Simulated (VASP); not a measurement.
# TiB2 (P6/mmm) in VASP: notebook

The runs below take TiB2 through single point, with PBEsol+D3(BJ), PBEsol+D4, PBEsol.

Program: VASP 6.6.1. These are calculated values, not measurements. Logs are shortened: lines on timing, memory, paths and dates and some standing lists are left out, and cuts for length are marked.

### Step 1. The cell of the first run

Symmetry: P6/mmm, No. 191, hexagonal system. Conventional cell: a = 2.998 Å, b = 2.998 Å, c = 3.160 Å, α = 90.00°, β = 90.00°, γ = 120.00°. Within 3.2 Å of Ti (site symmetry 6/mmm) lie 12 B at 2.34 Å and 8 Ti at 3.00 to 3.16 Å. B (site symmetry -6m2) has 3 B at 1.73 Å and 6 Ti at 2.34 Å within 2.4 Å.

### Step 2. Single point, PBEsol+D3(BJ)

INCAR reads:

```
SYSTEM = TiB2
PREC = Accurate
ENCUT = 520
EDIFF = 1E-6
ISMEAR = -1
SIGMA = 0.05
LREAL = .FALSE.
LASPH = .TRUE.
NELM = 60
ALGO = Normal
ISIF = 2
LWAVE = .FALSE.
LCHARG = .FALSE.
GGA = PS
IVDW = 12
NBANDS = 16
```

KPOINTS reads:

```
Automatic mesh
0
G
  10 10 8
  0 0 0
```

POSCAR reads:

```
TiB2
1.0
    2.9979016958      0.0000000000      0.0000000000
   -1.4989508479      2.5962590266      0.0000000000
    0.0000000000      0.0000000000      3.1601421597
Ti B
1 2
Direct
    0.0000000000      0.0000000000      0.0000000000
    0.6666666667      0.3333333333      0.5000000000
    0.3333333333      0.6666666667      0.5000000000
```

Potentials or basis: VASP PAW PBE potentials, release 64 (Ti_sv, B).

The run is started by

```
$ cat potpaw_PBE.64/Ti_sv/POTCAR potpaw_PBE.64/B/POTCAR > POTCAR
$ mpirun -np 1 vasp_std > vasp.out
```

OUTCAR:

```text
SYSTEM = TiB2
   PREC = Accurate
   ENCUT = 520
   EDIFF = 1E-6
   ISMEAR = -1
   LREAL = .FALSE.
   LASPH = .TRUE.
   NELM = 60
   ISIF = 2
   GGA = PS
   IVDW = 12
 IVDW          = 12

 ion  position               nearest neighbor table
   1  0.000  0.000  0.000-   2 2.34   3 2.34   2 2.34   3 2.34   3 2.34   3 2.34   2 2.34   2 2.34
                             2 2.34   2 2.34   3 2.34   3 2.34
   2  0.667  0.333  0.500-   3 1.73   3 1.73   3 1.73   1 2.34   1 2.34   1 2.34   1 2.34   1 2.34
                             1 2.34
   3  0.333  0.667  0.500-   2 1.73   2 1.73   2 1.73   1 2.34   1 2.34   1 2.34   1 2.34   1 2.34
                             1 2.34

  LATTYP: Found a hexagonal cell.
 ALAT       =     2.9979016958
 C/A-ratio  =     1.0541180066

  Lattice vectors:

 A1 = (   2.9979016958,   0.0000000000,   0.0000000000)
 A2 = (  -1.4989508479,   2.5962590266,   0.0000000000)
 A3 = (   0.0000000000,   0.0000000000,   3.1601421597)

Analysis of symmetry for initial positions (statically):
=====================================================================
 Subroutine PRICEL returns:
 Original cell was already a primitive cell.

 Routine SETGRP: Setting up the symmetry group for a
 hexagonal supercell.

 Subroutine GETGRP returns: Found 24 space group operations
 (whereof 24 operations were pure point group operations)
 out of a pool of 24 trial point group operations.

The static configuration has the point symmetry D_6h.

Analysis of symmetry for dynamics (positions and initial velocities):
=====================================================================
 Subroutine PRICEL returns:
 Original cell was already a primitive cell.

 Routine SETGRP: Setting up the symmetry group for a
 hexagonal supercell.

 Subroutine GETGRP returns: Found 24 space group operations
 (whereof 24 operations were pure point group operations)
 out of a pool of 24 trial point group operations.

The dynamic configuration has the point symmetry D_6h.

 Subroutine INISYM returns: Found 24 space group operations
 (whereof 24 operations are pure point group operations),
 and found     1 'primitive' translations

----------------------------------------------------------------------------------------

                                     Primitive cell

  volume of cell :      24.5964

  direct lattice vectors                    reciprocal lattice vectors
     2.997901696  0.000000000  0.000000000     0.333566641  0.192584790  0.000000000
    -1.498950848  2.596259027  0.000000000     0.000000000  0.385169580  0.000000000
     0.000000000  0.000000000  3.160142160     0.000000000  0.000000000  0.316441460

  length of vectors
     2.997901696  2.997901696  3.160142160     0.385169580  0.385169580  0.316441460

  position of ions in fractional coordinates (direct lattice)
     0.000000000  0.000000000  0.000000000
     0.666666667  0.333333333  0.500000000
     0.333333333  0.666666667  0.500000000

  ion indices of the primitive-cell ions
   primitive index   ion index
                 1           1
                 2           2
                 3           3

----------------------------------------------------------------------------------------

 KPOINTS: Automatic mesh

Automatic generation of k-mesh.
 Grid dimensions read from file:
 generate k-points for:   10   10    8

 Generating k-lattice:

  Cartesian coordinates                     Fractional coordinates (reciprocal lattice)
     0.033356664  0.019258479  0.000000000     0.100000000  0.000000000  0.000000000
     0.000000000  0.038516958  0.000000000     0.000000000  0.100000000  0.000000000
     0.000000000  0.000000000  0.039555183     0.000000000  0.000000000  0.125000000

  Length of vectors
     0.038516958  0.038516958  0.039555183

  Shift w.r.t. Gamma in fractional coordinates (k-lattice)
     0.000000000  0.000000000  0.000000000

 Subroutine IBZKPT returns following result:
 ===========================================

 Found     70 irreducible k-points:

 Following reciprocal coordinates:
            Coordinates               Weight
  0.000000  0.000000  0.000000      1.000000
  0.100000  0.000000  0.000000      6.000000
  0.200000  0.000000  0.000000      6.000000
  0.300000  0.000000  0.000000      6.000000
  0.400000  0.000000  0.000000      6.000000
  0.500000  0.000000  0.000000      3.000000
[... 16 lines left out ...]
  0.300000  0.100000  0.125000     24.000000
  0.400000  0.100000  0.125000     24.000000
 [... further k-points ...]
   k-points           NKPTS =     70   k-points in BZ     NKDIM =     70   number of bands    NBANDS=     16
   number of dos      NEDOS =    301   number of ions     NIONS =      3
   total plane-waves  NPLWV =  13824
   dimension x,y,z NGX =    24 NGY =   24 NGZ =   24
   dimension x,y,z NGXF=    48 NGYF=   48 NGZF=   48
   ions per type =               1   2
   NGX,Y,Z   is equivalent  to a cutoff of  13.31, 13.31, 12.63 a.u.
   NGXF,Y,Z  is equivalent  to a cutoff of  26.62, 26.62, 25.25 a.u.
 SYSTEM =  TiB2
   PREC   = accura    normal or accurate (medium, high low for compatibility)
   ISTART =      0    job   : 0-new  1-cont  2-samecut
   ICHARG =      2    charge: 1-file 2-atom 10-const
   ISPIN  =      1    spin polarized calculation?
   LNONCOLLINEAR =      F non collinear calculations
   LSORBIT =      F    spin-orbit coupling
   LASPH  =      T    aspherical Exc in radial PAW
   ENCUT  =  520.0 eV  38.22 Ry    6.18 a.u.   5.57  5.57  5.88*2*pi/ulx,y,z
   NELM   =     60;   NELMIN=  2; NELMDL= -5     # of ELM steps
   EDIFF  = 0.1E-05   stopping-criterion for ELM
   LREAL  =      F    real-space projection
   EDIFFG = 0.1E-04   stopping-criterion for IOM
   NSW    =      0    number of steps for IOM
   IBRION =     -1    ionic relax: 0-MD 1-quasi-New 2-CG
   NFREE  =      0    steps in history (QN), initial steepest desc. (CG)
   ISIF   =      2    stress and relaxation
   ISYM   =      2    0-nonsym 1-usesym 2-fastsym
   POTIM  = 0.5000    time-step for ionic-motion
   TEBEG  =    0.0;   TEEND  =   0.0 temperature during run
   PSTRESS=    0.0 pullay stress
   NELECT =      18.0000    total number of electrons
   NUPDOWN=      -1.0000    fix difference up-down
   EMIN   =  10.00;   EMAX   =-10.00  energy-range for DOS
   EFERMI =   0.00;   METHOD = LEGACY
   ISMEAR =    -1;   SIGMA  =   0.05  broadening in eV -4-tet -1-fermi 0-gaus
   EFERMI_NEDOS =   21; number of points for ismear=-14 and -15
   IALGO  =     38    algorithm
   IMIX   =      4    mixing-type and parameters
     AMIX     =   0.40;   BMIX     =  1.00
     AMIX_MAG =   1.60;   BMIX_MAG =  1.00
  volume/ion in A,a.u.               =       8.20        55.33
  Fermi-wavevector in a.u.,A,eV,Ry     =   1.475282  2.787878 29.612488  2.176456
  Thomas-Fermi vector in A             =   2.589950
   LORBIT       =      0    0 simple, 1 ext, 2 COOP (PROOUT), +10 PAW based schemes
   GGA     = PS    functional components
   LHFCALC =     F    Hartree Fock is set to
   AEXX    =    0.0000 exact exchange contribution
   IVDW    =    12    specifies the selected vdW correction
   LEPSILON=     F    determine dielectric tensor
   LRPA    =     F    only Hartree local field effects (RPA)
 non-spin polarized calculation
  energy-cutoff  :      520.00
  volume of cell :       24.60
 maximum number of plane-waves:       684
 NGX is ok and might be reduce to    24
   NGX = 11   NGY = 11   NGZ = 11

 number of electron      17.9999999 magnetization

 Free energy of the ion-electron system (eV)
  ---------------------------------------------------
  ext. energy  EPLUGINS =         0.00000000
  ---------------------------------------------------
  free energy    TOTEN  =       -25.77521950 eV

  energy without entropy =      -25.76840861  energy(sigma->0) =      -25.77181405

 E-fermi :  10.2936     XC(G=0): -13.0785

 val. band max:       10.2887452417   @ k =   0.3000   0.2000   0.0000
 cond. band min:      10.3178730941   @ k =   0.4000   0.2000   0.0000
 fundamental gap:      0.0291278524
 Fermi energy:        10.2936299708

 k-point     1 :       0.0000    0.0000    0.0000
  band No.  band energies     occupation
      1     -46.2087      2.00000
      2     -22.6633      2.00000
      3     -22.3411      2.00000
      4     -22.3411      2.00000
      5      -3.3076      2.00000
      6       7.6151      2.00000
[... 8 lines left out ...]
     15      16.2454      0.00000
     16      17.5369      0.00000

 k-point     2 :       0.1000    0.0000    0.0000
  band No.  band energies     occupation
      1     -46.2026      2.00000
      2     -22.6557      2.00000
      3     -22.3872      2.00000
      4     -22.3515      2.00000
      5      -3.1096      2.00000
      6       7.0773      2.00000
[... 8 lines left out ...]
     15      17.4086      0.00000
     16      18.1550      0.00000

 k-point     3 :       0.2000    0.0000    0.0000
  band No.  band energies     occupation
      1     -46.1865      2.00000
      2     -22.6356      2.00000
      3     -22.5063      2.00000
      4     -22.3786      2.00000
      5      -2.5338      2.00000
      6       5.7713      2.00000
[... 8 lines left out ...]
     15      18.5144      0.00000
     16      19.5870      0.00000

 k-point     4 :       0.3000    0.0000    0.0000
  band No.  band energies     occupation
      1     -46.1665      2.00000
      2     -22.6506      2.00000
      3     -22.6106      2.00000
      4     -22.4118      2.00000
      5      -1.6264      2.00000
      6       4.1692      2.00000
[... 8 lines left out ...]
     15      18.1425      0.00000
     16      19.9346      0.00000
[... 324 lines left out ...]
 k-point    22 :       0.2000    0.1000    0.1250
  band No.  band energies     occupation
      1     -46.1706      2.00000
      2     -22.6553      2.00000
      3     -22.5845      2.00000
      4     -22.4082      2.00000
      5      -1.8088      2.00000
      6       5.0049      2.00000
[... 8 lines left out ...]
     15      18.8225      0.00000
     16      20.1048      0.00000

 k-point    23 :       0.3000    0.1000    0.1250
  band No.  band energies     occupation
      1     -46.1525      2.00000
      2     -22.7053      2.00000
      3     -22.6306      2.00000
      4     -22.4464      2.00000
      5      -0.8042      2.00000
      6       3.4301      2.00000
[... 8 lines left out ...]
     15      19.1358      0.00000
     16      20.5703      0.00000

 k-point    24 :       0.4000    0.1000    0.1250
  band No.  band energies     occupation
      1     -46.1412      2.00000
      2     -22.7781      2.00000
      3     -22.6160      2.00000
      4     -22.4700      2.00000
      5       0.4392      2.00000
      6       1.8732      2.00000
[... 8 lines left out ...]
     15      19.4606      0.00000
     16      20.3198      0.00000

 [... further k-points ...]

------------------------ aborting loop because EDIFF is reached ----------------------------------------

 Edisp (eV)   -1.15439

 E8    (eV) :    -0.7393

  FORCE on cell =-STRESS in cart. coord.  units (eV):
  Direction    XX          YY          ZZ          XY          YZ          ZX
  --------------------------------------------------------------------------------------
  -------------------------------------------------------------------------------------
  Total      -0.19571    -0.19571    -0.21296     0.00000     0.00000    -0.00000
  in kB     -12.74829   -12.74829   -13.87209     0.00000     0.00000    -0.00000
  external pressure =      -13.12 kB  Pullay stress =        0.00 kB

 VOLUME and BASIS-vectors are now :
 -----------------------------------------------------------------------------
  energy-cutoff  :      520.00
  volume of cell :       24.60
      direct lattice vectors                 reciprocal lattice vectors
     2.997901696  0.000000000  0.000000000     0.333566641  0.192584790  0.000000000
    -1.498950848  2.596259027  0.000000000     0.000000000  0.385169580  0.000000000
     0.000000000  0.000000000  3.160142160     0.000000000  0.000000000  0.316441460

 POSITION                                       TOTAL-FORCE (eV/Angst)
 -----------------------------------------------------------------------------------
      0.00000      0.00000      0.00000         0.000000      0.000000     -0.000000
      1.49895      0.86542      1.58007        -0.000000      0.000000     -0.000000
     -0.00000      1.73084      1.58007         0.000000      0.000000      0.000000
 -----------------------------------------------------------------------------------
    total drift:                               -0.000000      0.000000      0.000000

  FREE ENERGIE OF THE ION-ELECTRON SYSTEM (eV)
  ---------------------------------------------------
  free  energy   TOTEN  =       -26.9296074149 eV

  energy  without entropy=      -26.9227965216  energy(sigma->0) =      -26.92620197
```

It took 32 s on 1 thread of Intel Xeon 8259CL, shared host; peak memory 0.17 GiB.

What came out:

```
Free energy                : -26.9296 eV
Pressure                   : -1.3 GPa
Band gap on the k mesh     : zero (bands 9 and 10 overlap by 0.76 eV)
Dispersion energy per atom : -0.385 eV
```

Levels at points of the mesh, in eV from the Fermi level:
| k point | band 5 | band 6 | band 7 | band 8 | band 9 | band 10 | band 11 | band 12 | band 13 | band 14 |
| --- | --- | --- | --- | --- | --- | --- | --- | --- | --- | --- |
| (0.00, 0.00, 0.00) | -13.60 | -2.68 | -2.68 | -2.14 | -2.11 | 2.11 | 2.11 | 4.03 | 4.03 | 5.95 |
| (0.50, 0.00, 0.00) | -9.48 | -9.18 | -3.25 | -3.19 | -2.33 | 1.52 | 2.97 | 3.50 | 3.65 | 7.85 |
| (0.00, 0.00, 0.50) | -11.48 | -7.70 | -0.48 | -0.48 | -0.18 | -0.18 | 0.53 | 0.53 | 1.96 | 6.70 |
| (0.50, 0.00, 0.50) | -9.81 | -7.49 | -4.75 | -3.91 | -3.08 | 2.81 | 3.18 | 4.97 | 5.01 | 5.69 |

Caveat: three body term missing; the PAW data sets were made with another functional, which shifts forces and pressure a little.

### Step 3. Single point, PBEsol+D4

This run uses another cell than the first one, of 8.23 Å³/atom.

INCAR reads:

```
SYSTEM = TiB2
ALGO     = Normal         ! electronic algorithm
EDIFF    = 1E-7           ! SCF threshold, eV
ENCUT    = 520            ! plane-wave cutoff, eV
GGA      = PS             ! functional
ISIF     = 2              ! what is computed and relaxed
ISMEAR   = -1             ! smearing method
IVDW     = 13             ! dispersion correction
LASPH    = .TRUE.         ! aspherical terms in the spheres
LCHARG   = .FALSE.        ! write CHGCAR
LREAL    = .FALSE.        ! projectors in reciprocal space
LWAVE    = .FALSE.        ! write WAVECAR
NBANDS   = 16             ! bands
NELM     = 60             ! most SCF steps
PREC     = Accurate       ! precision mode
SIGMA    = 0.05           ! smearing width, eV
```

KPOINTS reads:

```
k-points
0
G
  10 10 8
  0 0 0
```

POSCAR reads:

```
TiB2
1.0
    3.0039009192      0.0000000000      0.0000000000
   -1.5019504596      2.6014545065      0.0000000000
    0.0000000000      0.0000000000      3.1603485381
Ti B
1 2
Direct
    0.0000000000      0.0000000000      0.0000000000
    0.6666666667      0.3333333333      0.5000000000
    0.3333333333      0.6666666667      0.5000000000
```

Potentials or basis: VASP PAW PBE potentials, release 64 (Ti_sv, B).

The run is started by

```
$ cat potpaw_PBE.64/Ti_sv/POTCAR potpaw_PBE.64/B/POTCAR > POTCAR
$ mpirun -np 1 vasp_std > vasp.out
```

Run time: 43 s. Hardware: 1 thread of Intel Xeon 8259CL, shared host; peak memory 0.15 GiB.

Results (log left out):

* Free energy: -26.3980 eV
* Pressure: 0.4 GPa
* Band gap on the k mesh: zero (bands 9 and 10 overlap by 0.79 eV)
* Dispersion energy per atom: -0.206 eV

Stress tensor (GPa, compression positive):
```
0.43 0.00 0.00
0.00 0.43 0.00
0.00 0.00 0.29
```

Levels at points of the mesh, in eV from the Fermi level:
| k point | band 6 | band 7 | band 8 | band 9 | band 10 | band 11 | band 12 | band 13 |
| --- | --- | --- | --- | --- | --- | --- | --- | --- |
| (0.00, 0.00, 0.00) | -2.68 | -2.68 | -2.13 | -2.08 | 2.10 | 2.10 | 4.03 | 4.03 |
| (0.50, 0.00, 0.00) | -9.18 | -3.25 | -3.16 | -2.32 | 1.52 | 2.95 | 3.48 | 3.65 |
| (0.00, 0.00, 0.50) | -7.68 | -0.48 | -0.48 | -0.20 | -0.20 | 0.53 | 0.53 | 1.98 |
| (0.50, 0.00, 0.50) | -7.47 | -4.74 | -3.90 | -3.08 | 2.80 | 3.16 | 4.95 | 5.00 |

Caveat: the PAW data sets were made with another functional, which shifts forces and pressure a little.

(Part 1 of 2 ends here.)
